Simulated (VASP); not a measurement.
# Al16Au in VASP: a series of runs

Al16Au is run at these levels: r2SCAN; tasks: single point.

Program: VASP 6.6.1. These are calculated values, not measurements. Logs are shortened: lines on timing, memory, paths and dates and some standing lists are left out, and cuts for length are marked.

### 1 The cell of the first run

The cell holds a slab with vacuum, 17 atoms: a = 5.728 Å, b = 5.728 Å, c = 17.075 Å, α = 90.00°, β = 90.00°, γ = 90.00°.

### 2 Single point, r2SCAN

Contents of POSCAR:

```
Al16Au
1.0
    5.7275650000      0.0000000000      0.0000000000
    0.0000000000      5.7275650000      0.0000000000
    0.0000000000      0.0000000000     17.0750000000
Al Au
16 1
Direct
    0.2499999564      0.2499999564      0.0585652123
    0.7500000436      0.2499999564      0.0585652123
    0.2499999564      0.7500000436      0.0585652123
    0.7500000436      0.7500000436      0.0585652123
    0.0011263076      0.0006571728      0.1781163690
    0.5027660096      0.0051466897      0.1773643338
    0.0011638454      0.4997502429      0.1781651537
    0.5025825111      0.4954885715      0.1775233382
    0.2558520069      0.2498745977      0.2924402343
    0.7533997432      0.2497989984      0.2920611420
    0.2590167026      0.7506404554      0.2880991508
    0.7518680277      0.7502280638      0.2902412299
    0.0162051413     -0.0142903660      0.4072015227
    0.5094260825     -0.0058029896      0.4114623719
    0.0186824593      0.5172564606      0.4057495168
    0.5126876779      0.5020524429      0.4122711567
    0.9073147140      0.2558855290      0.5108737921
```

Contents of INCAR.step1:

```
ALGO = Normal ; EDIFF = 1E-4
ENCUT = 520 ; GGA = PE
ISMEAR = 0 ; LASPH = True
LCHARG = False ; LREAL = Auto
LWAVE = True ; NBANDS = 44
NELM = 60 ; PREC = Accurate
SIGMA = 0.05
```

Contents of INCAR.step2:

```
ALGO = Normal ; EDIFF = 1E-6
ENCUT = 520 ; ISIF = 2
ISMEAR = 0 ; ISTART = 1
LASPH = True ; LCHARG = False
LMIXTAU = True ; LREAL = Auto
LWAVE = False ; METAGGA = R2SCAN
NBANDS = 44 ; NELM = 60
PREC = Accurate ; SIGMA = 0.05
```

Contents of KPOINTS:

```
k-points
0
Gamma
  4 4 1
```

Potentials or basis: VASP PAW PBE potentials, release 64 (Al, Au).

Launch:

```console
cat potpaw_PBE.64/Al/POTCAR potpaw_PBE.64/Au/POTCAR > POTCAR
cp INCAR.step1 INCAR
mpirun -np 1 vasp_std > vasp.out
cp INCAR.step2 INCAR
mpirun -np 1 vasp_std > vasp.out
```

OUTCAR:

```text
EDIFF = 1E-6
   ENCUT = 520
   ISIF = 2
   ISMEAR = 0
   ISTART = 1
   LASPH = True
   LREAL = Auto
   METAGGA = R2SCAN
   NELM = 60
   PREC = Accurate

 ion  position               nearest neighbor table
   1  0.250  0.250  0.059-   6 2.86   8 2.86   2 2.86   3 2.86   2 2.86   3 2.86   5 2.87   7 2.87

   2  0.750  0.250  0.059-   6 2.84   8 2.85   1 2.86   4 2.86   4 2.86   1 2.86   5 2.88   7 2.88

   3  0.250  0.750  0.059-   1 2.86   4 2.86   4 2.86   1 2.86   7 2.87   5 2.87   8 2.89   6 2.89

   4  0.750  0.750  0.059-   2 2.86   3 2.86   2 2.86   3 2.86   6 2.87   8 2.87   7 2.88   5 2.88

   5  0.001  0.001  0.178-  11 2.79  12 2.79  10 2.80   9 2.82   6 2.85   7 2.86   7 2.87   1 2.87
                             6 2.87   3 2.87   2 2.88   4 2.88
   6  0.503  0.005  0.177-  11 2.77   9 2.80  10 2.80  12 2.81   8 2.81   2 2.84   5 2.85   1 2.86
                             4 2.87   5 2.87   3 2.89   8 2.92
   7  0.001  0.500  0.178-  12 2.79  11 2.79  10 2.80   9 2.83   8 2.86   5 2.86   5 2.87   1 2.87
                             8 2.87   3 2.87   2 2.88   4 2.88
   8  0.503  0.495  0.178-  11 2.77   9 2.80  10 2.81  12 2.81   6 2.81   2 2.85   7 2.86   1 2.86
                             7 2.87   4 2.87   3 2.89   6 2.92
   9  0.256  0.250  0.292-   6 2.80   8 2.80  15 2.82   5 2.82   7 2.83  13 2.83  10 2.85  11 2.86
                            11 2.87  10 2.88  14 2.90  16 2.90
  10  0.753  0.250  0.292-   5 2.80   7 2.80   6 2.80   8 2.81   9 2.85  12 2.86  16 2.86  12 2.87
                            14 2.87   9 2.88  13 2.90  15 2.90
  11  0.259  0.751  0.288-   8 2.77   6 2.77  15 2.78   5 2.79   7 2.79  13 2.81  12 2.82   9 2.86
                             9 2.87  12 2.90  14 2.91  16 2.94
  12  0.752  0.750  0.290-   7 2.79   5 2.79   8 2.81   6 2.81  11 2.82  15 2.83  13 2.85  14 2.86
                            10 2.86  10 2.87  16 2.87  11 2.90
  13  0.016  0.986  0.407-  17 2.43  15 2.68  11 2.81  14 2.83   9 2.83  12 2.85  10 2.90  14 2.90
                            15 3.04
  14  0.509  0.994  0.411-  16 2.82  13 2.83  12 2.86  10 2.87   9 2.90  13 2.90  11 2.91  16 2.91
                            17 3.21
  15  0.019  0.517  0.406-  17 2.42  13 2.68  11 2.78   9 2.82  12 2.83  16 2.83  16 2.90  10 2.90
                            13 3.04
  16  0.513  0.502  0.412-  14 2.82  15 2.83  10 2.86  12 2.87  15 2.90   9 2.90  14 2.91  11 2.94
                            17 3.15
  17  0.907  0.256  0.511-  15 2.42  13 2.43  16 3.15  14 3.21

  LATTYP: Found a simple tetragonal cell.
 ALAT       =     5.7275650000
 C/A-ratio  =     2.9811970707

  Lattice vectors:

 A1 = (   5.7275650000,   0.0000000000,   0.0000000000)
 A2 = (   0.0000000000,   5.7275650000,   0.0000000000)
 A3 = (   0.0000000000,   0.0000000000,  17.0750000000)

Analysis of symmetry for initial positions (statically):
=====================================================================
 Subroutine PRICEL returns:
 Original cell was already a primitive cell.

 Routine SETGRP: Setting up the symmetry group for a
 simple tetragonal supercell.

 Subroutine GETGRP returns: Found  1 space group operations
 (whereof  1 operations were pure point group operations)
 out of a pool of 16 trial point group operations.

The static configuration has the point symmetry C_1 .

Analysis of symmetry for dynamics (positions and initial velocities):
=====================================================================
 Subroutine PRICEL returns:
 Original cell was already a primitive cell.

 Routine SETGRP: Setting up the symmetry group for a
 simple tetragonal supercell.

 Subroutine GETGRP returns: Found  1 space group operations
 (whereof  1 operations were pure point group operations)
 out of a pool of 16 trial point group operations.

The dynamic configuration has the point symmetry C_1 .

 Subroutine INISYM returns: Found  1 space group operations
 (whereof  1 operations are pure point group operations),
 and found     1 'primitive' translations

----------------------------------------------------------------------------------------

                                     Primitive cell

  volume of cell :     560.1454

  direct lattice vectors                    reciprocal lattice vectors
     5.727565000  0.000000000  0.000000000     0.174594265  0.000000000  0.000000000
     0.000000000  5.727565000  0.000000000     0.000000000  0.174594265  0.000000000
     0.000000000  0.000000000 17.075000000     0.000000000  0.000000000  0.058565154

  length of vectors
     5.727565000  5.727565000 17.075000000     0.174594265  0.174594265  0.058565154

  position of ions in fractional coordinates (direct lattice)
     0.249999956  0.249999956  0.058565212
     0.750000044  0.249999956  0.058565212
     0.249999956  0.750000044  0.058565212
     0.750000044  0.750000044  0.058565212
     0.001126308  0.000657173  0.178116369
     0.502766010  0.005146690  0.177364334
[... 9 lines left out ...]
     0.512687678  0.502052443  0.412271157
     0.907314714  0.255885529  0.510873792

  ion indices of the primitive-cell ions
   primitive index   ion index
                 1           1
                 2           2
                 3           3
                 4           4
                 5           5
                 6           6
[... 9 lines left out ...]
                16          16
                17          17

----------------------------------------------------------------------------------------

 KPOINTS: k-points

Automatic generation of k-mesh.
 Grid dimensions read from file:
 generate k-points for:    4    4    1

 Generating k-lattice:

  Cartesian coordinates                     Fractional coordinates (reciprocal lattice)
     0.043648566  0.000000000  0.000000000     0.250000000  0.000000000  0.000000000
     0.000000000  0.043648566  0.000000000     0.000000000  0.250000000  0.000000000
     0.000000000  0.000000000  0.058565154     0.000000000  0.000000000  1.000000000

  Length of vectors
     0.043648566  0.043648566  0.058565154

  Shift w.r.t. Gamma in fractional coordinates (k-lattice)
     0.000000000  0.000000000  0.000000000

 Subroutine IBZKPT returns following result:
 ===========================================

 Found     10 irreducible k-points:

 Following reciprocal coordinates:
            Coordinates               Weight
  0.000000  0.000000  0.000000      1.000000
  0.250000  0.000000  0.000000      2.000000
  0.000000  0.250000  0.000000      2.000000
  0.500000  0.000000  0.000000      1.000000
  0.000000  0.500000  0.000000      1.000000
  0.250000  0.250000  0.000000      2.000000
 -0.250000  0.250000  0.000000      2.000000
  0.500000  0.250000  0.000000      2.000000
 -0.250000  0.500000  0.000000      2.000000
  0.500000  0.500000  0.000000      1.000000
   k-points           NKPTS =     10   k-points in BZ     NKDIM =     10   number of bands    NBANDS=     44
   number of dos      NEDOS =    301   number of ions     NIONS =     17
   total plane-waves  NPLWV = 294912
   dimension x,y,z NGX =    48 NGY =   48 NGZ =  128
   dimension x,y,z NGXF=    96 NGYF=   96 NGZF=  256
   ions per type =              16   1
   NGX,Y,Z   is equivalent  to a cutoff of  13.93, 13.93, 12.46 a.u.
   NGXF,Y,Z  is equivalent  to a cutoff of  27.86, 27.86, 24.92 a.u.
 SYSTEM =  unknown system
   PREC   = accura    normal or accurate (medium, high low for compatibility)
   ISTART =      1    job   : 0-new  1-cont  2-samecut
   ICHARG =      0    charge: 1-file 2-atom 10-const
   ISPIN  =      1    spin polarized calculation?
   LNONCOLLINEAR =      F non collinear calculations
   LSORBIT =      F    spin-orbit coupling
   LASPH  =      T    aspherical Exc in radial PAW
   ENCUT  =  520.0 eV  38.22 Ry    6.18 a.u.  10.65 10.65 31.75*2*pi/ulx,y,z
   NELM   =     60;   NELMIN=  2; NELMDL=  0     # of ELM steps
   EDIFF  = 0.1E-05   stopping-criterion for ELM
   LREAL  =      T    real-space projection
   EDIFFG = 0.1E-04   stopping-criterion for IOM
   NSW    =      0    number of steps for IOM
   IBRION =     -1    ionic relax: 0-MD 1-quasi-New 2-CG
   NFREE  =      0    steps in history (QN), initial steepest desc. (CG)
   ISIF   =      2    stress and relaxation
   ISYM   =      2    0-nonsym 1-usesym 2-fastsym
   POTIM  = 0.5000    time-step for ionic-motion
   TEBEG  =    0.0;   TEEND  =   0.0 temperature during run
   PSTRESS=    0.0 pullay stress
   NELECT =      59.0000    total number of electrons
   NUPDOWN=      -1.0000    fix difference up-down
   EMIN   =  10.00;   EMAX   =-10.00  energy-range for DOS
   EFERMI =   0.00;   METHOD = LEGACY
   ISMEAR =     0;   SIGMA  =   0.05  broadening in eV -4-tet -1-fermi 0-gaus
   EFERMI_NEDOS =   21; number of points for ismear=-14 and -15
   IALGO  =     38    algorithm
   IMIX   =      4    mixing-type and parameters
     AMIX     =   0.40;   BMIX     =  1.00
     AMIX_MAG =   1.60;   BMIX_MAG =  1.00
  volume/ion in A,a.u.               =      32.95       222.36
  Fermi-wavevector in a.u.,A,eV,Ry     =   0.773141  1.461024  8.132837  0.597747
  Thomas-Fermi vector in A             =   1.874922
   LORBIT       =      0    0 simple, 1 ext, 2 COOP (PROOUT), +10 PAW based schemes
   METAGGA = R2SCAN    functional components
   LHFCALC =     F    Hartree Fock is set to
   AEXX    =    0.0000 exact exchange contribution
   IVDW    =     0    specifies the selected vdW correction
   LEPSILON=     F    determine dielectric tensor
   LRPA    =     F    only Hartree local field effects (RPA)
 non-spin polarized calculation
 Gauss-broadening in eV      SIGMA  =   0.05
  energy-cutoff  :      520.00
  volume of cell :      560.15
 maximum number of plane-waves:     15106
 NGX is ok and might be reduce to    48
   NGX = 21   NGY = 21   NGZ = 63

 number of electron      59.0000000 magnetization

 Free energy of the ion-electron system (eV)
  ---------------------------------------------------
  ext. energy  EPLUGINS =         0.00000000
  ---------------------------------------------------
  free energy    TOTEN  =      -153.71455486 eV

  energy without entropy =     -153.70765271  energy(sigma->0) =     -153.71110378

 E-fermi :   1.9748     XC(G=0):  -6.6212

 val. band max:        1.9570373709   @ k =   0.0000   0.0000   0.0000
 cond. band min:       2.1026130675   @ k =  -0.2500   0.2500   0.0000
 fundamental gap:      0.1455756966
 Fermi energy:         1.9747840182

 k-point     1 :       0.0000    0.0000    0.0000
  band No.  band energies     occupation
      1      -9.4374      2.00000
      2      -7.9345      2.00000
      3      -5.8269      2.00000
      4      -4.7936      2.00000
      5      -4.7870      2.00000
      6      -4.7646      2.00000
[... 33 lines left out ...]
     40       4.2309      0.00000
     41       4.5334      0.00000

 k-point     2 :       0.2500    0.0000    0.0000
  band No.  band energies     occupation
      1      -9.1394      2.00000
      2      -7.6435      2.00000
      3      -6.7771      2.00000
      4      -5.5796      2.00000
      5      -5.2744      2.00000
      6      -4.5172      2.00000
[... 341 lines left out ...]
     40       4.8986      0.00000
     41       5.0307      0.00000

 k-point    10 :       0.5000    0.5000    0.0000
  band No.  band energies     occupation
      1      -7.1108      2.00000
      2      -7.0876      2.00000
      3      -7.0530      2.00000
      4      -7.0440      2.00000
      5      -5.7663      2.00000
      6      -5.6616      2.00000
[... 33 lines left out ...]
     40       4.5835      0.00000
     41       4.6423      0.00000
 [bands above 41 left out]

------------------------ aborting loop because EDIFF is reached ----------------------------------------

  FORCE on cell =-STRESS in cart. coord.  units (eV):
  Direction    XX          YY          ZZ          XY          YZ          ZX
  --------------------------------------------------------------------------------------
  -------------------------------------------------------------------------------------
  Total       -8.9832559     -9.0876262     -0.9579938      0.0357006     -0.0532077     -1.7267068
  in kB      -25.6947022    -25.9932314     -2.7401385      0.1021141     -0.1521895     -4.9388793
  external PRESSURE =     -18.1426907 kB  Pullay stress =       0.0000000 kB

 VOLUME and BASIS-vectors are now :
 -----------------------------------------------------------------------------
  energy-cutoff  :      520.00
  volume of cell :      560.15
      direct lattice vectors                 reciprocal lattice vectors
     5.727565000  0.000000000  0.000000000     0.174594265  0.000000000  0.000000000
     0.000000000  5.727565000  0.000000000     0.000000000  0.174594265  0.000000000
     0.000000000  0.000000000 17.075000000     0.000000000  0.000000000  0.058565154

 POSITION                                       TOTAL-FORCE (eV/Angst)
 -----------------------------------------------------------------------------------
      1.43189      1.43189      1.00000         0.030937      0.003377      0.043358
      4.29567      1.43189      1.00000        -0.005122      0.005892      0.023160
      1.43189      4.29567      1.00000        -0.039859     -0.000465      0.011362
      4.29567      4.29567      1.00000         0.057514     -0.002459      0.036345
      0.00645      0.00376      3.04134         0.006417      0.001281     -0.000706
      2.87962      0.02948      3.02850         0.014666     -0.010643      0.003337
[... 9 lines left out ...]
      2.93645      2.87554      7.03953         0.072383      0.004117      0.032227
      5.19670      1.46560      8.72317        -0.592681     -0.018610     -0.147447
 -----------------------------------------------------------------------------------
    total drift:                               -0.016088     -0.001928      0.006644

  FREE ENERGIE OF THE ION-ELECTRON SYSTEM (eV)
  ---------------------------------------------------
  free  energy   TOTEN  =      -153.7145548573 eV

  energy  without entropy=     -153.7076527059  energy(sigma->0) =     -153.71110378
```

Wall time 70 min (1 thread of AMD EPYC, shared host); peak memory 0.72 GiB.

What came out:

```
Free energy            : -153.7146 eV
Largest force          : 0.611 eV/Å
Band gap on the k mesh : zero (an odd number of electrons rules out a gap without spin polarisation)
```

Forces in eV/Å, atoms in the order of the input:
```
Al   0.031  0.003  0.043
Al  -0.005  0.006  0.023
Al  -0.040  0.000  0.011
Al   0.058 -0.002  0.036
Al   0.006  0.001 -0.001
Al   0.015 -0.011  0.003
Al   0.004 -0.003 -0.001
Al   0.018  0.008  0.000
Al   0.029  0.002 -0.004
Al   0.026  0.004 -0.009
Al   0.043  0.001 -0.018
Al   0.029 -0.002  0.032
Al   0.117 -0.014 -0.032
Al   0.068  0.003  0.041
Al   0.123  0.019 -0.010
Al   0.072  0.004  0.032
Au  -0.593 -0.019 -0.147
```

Levels at points of the mesh, in eV from the Fermi level:
```tsv
k point	band 27	band 28	band 29	band 30	band 31	band 32
(0.00, 0.00, 0.00)	-1.25	-1.24	-0.63	-0.04	-0.02	0.20
(0.50, 0.00, 0.00)	-1.12	-1.00	-0.97	0.48	0.55	0.65
(0.00, 0.50, 0.00)	-1.09	-1.00	-0.99	0.49	0.49	0.72
(0.50, 0.50, 0.00)	-0.06	-0.04	0.16	0.78	0.89	0.90
```

Caveat: there is no dipole correction, which matters where the two faces differ; the PAW data sets were made with another functional, which shifts forces and pressure a little; spin-orbit coupling is left out, which moves the levels of the heavy elements.

### 3 Single point, r2SCAN

Contents of POSCAR:

```
Al16Au
1.0
    5.7275650000      0.0000000000      0.0000000000
    0.0000000000      5.7275650000      0.0000000000
    0.0000000000      0.0000000000     17.0750000000
Al Au
16 1
Direct
    0.2499999564      0.2499999564      0.0585652123
    0.7500000436      0.2499999564      0.0585652123
    0.2499999564      0.7500000436      0.0585652123
    0.7500000436      0.7500000436      0.0585652123
   -0.0012315879      0.0006587442      0.1780980381
    0.4971344716      0.0051501816      0.1773660908
   -0.0012631895      0.4997481478      0.1781462372
    0.4973183194      0.4954868256      0.1775241581
    0.2463369687      0.2497965540      0.2920729722
    0.7439700815      0.2498721533      0.2924087848
    0.2478690334      0.7502081600      0.2902011713
    0.7408359399      0.7506469154      0.2880815813
   -0.0162367428     -0.0143174281      0.4071977745
    0.4904562410     -0.0058937786      0.4113732357
   -0.0188558314      0.5172763644      0.4057599414
    0.4871174749      0.5021285660      0.4121797365
    1.0897781169      0.2559558905      0.5111912152
```

Contents of INCAR.step1:

```
  PREC = Accurate
  ENCUT = 520
  ISMEAR = 0
  SIGMA = 0.05
  LREAL = Auto
  LASPH = T
  NELM = 80
  NBANDS = 44
  GGA = PE
  ALGO = Normal
  EDIFF = 1E-4
  LWAVE = T
  LCHARG = F
```

Contents of INCAR.step2:

```
  PREC = Accurate
  ENCUT = 520
  EDIFF = 1E-6
  ISMEAR = 0
  SIGMA = 0.05
  LREAL = Auto
  LASPH = T
  NELM = 80
  ALGO = Normal
  ISIF = 2
  LWAVE = F
  LCHARG = F
  METAGGA = R2SCAN
  LMIXTAU = T
  NBANDS = 44
  ISTART = 1
```

Contents of KPOINTS:

```
Automatic mesh
0
Gamma
  4 4 1
```

Potentials or basis: VASP PAW PBE potentials, release 64 (Al, Au).

Launch:

```console
cat potpaw_PBE.64/Al/POTCAR potpaw_PBE.64/Au/POTCAR > POTCAR
cp INCAR.step1 INCAR
mpirun -np 1 vasp_std > vasp.out
cp INCAR.step2 INCAR
mpirun -np 1 vasp_std > vasp.out
```

Wall time 53 min (1 thread of AMD EPYC, shared host); peak memory 0.72 GiB.

The run converged. Its results:

```yaml
Free_energy: -153.7044 eV
Largest_force: 0.590 eV/Å
Band_gap_on_the_k_mesh: zero (an odd number of electrons rules out a gap without spin polarisation)
```

Forces on the atoms (eV/Å):
```
Al   0.004  0.006  0.023
Al  -0.031  0.003  0.043
Al  -0.058 -0.003  0.034
Al   0.040  0.000  0.011
Al  -0.006  0.000 -0.001
Al  -0.015 -0.009  0.003
Al  -0.004 -0.003 -0.001
Al  -0.018  0.006  0.000
Al  -0.024  0.004 -0.008
Al  -0.028  0.003 -0.004
Al  -0.027 -0.002  0.031
Al  -0.040  0.000 -0.018
Al  -0.110 -0.011 -0.029
Al  -0.067  0.003  0.038
Al  -0.116  0.018 -0.010
Al  -0.072  0.002  0.028
Au   0.573 -0.020 -0.140
```

Levels at points of the mesh, in eV from the Fermi level:
```tsv
k point	band 25	band 26	band 27	band 28	band 29	band 30	band 31	band 32	band 33	band 34
(0.00, 0.00, 0.00)	-1.32	-1.29	-1.26	-1.24	-0.63	-0.04	-0.02	0.20	0.34	0.41
(0.50, 0.00, 0.00)	-1.59	-1.46	-1.12	-1.00	-0.97	0.48	0.55	0.64	0.94	1.12
(0.00, 0.50, 0.00)	-1.67	-1.35	-1.09	-1.00	-0.99	0.48	0.49	0.72	1.03	1.11
(0.50, 0.50, 0.00)	-0.60	-0.53	-0.06	-0.04	0.15	0.78	0.88	0.89	0.97	1.02
```

Caveat: there is no dipole correction, which matters where the two faces differ; the PAW data sets were made with another functional, which shifts forces and pressure a little; spin-orbit coupling is left out, which moves the levels of the heavy elements.

The gap in the log of VASP goes by the Fermi energy; the results here count the filled bands.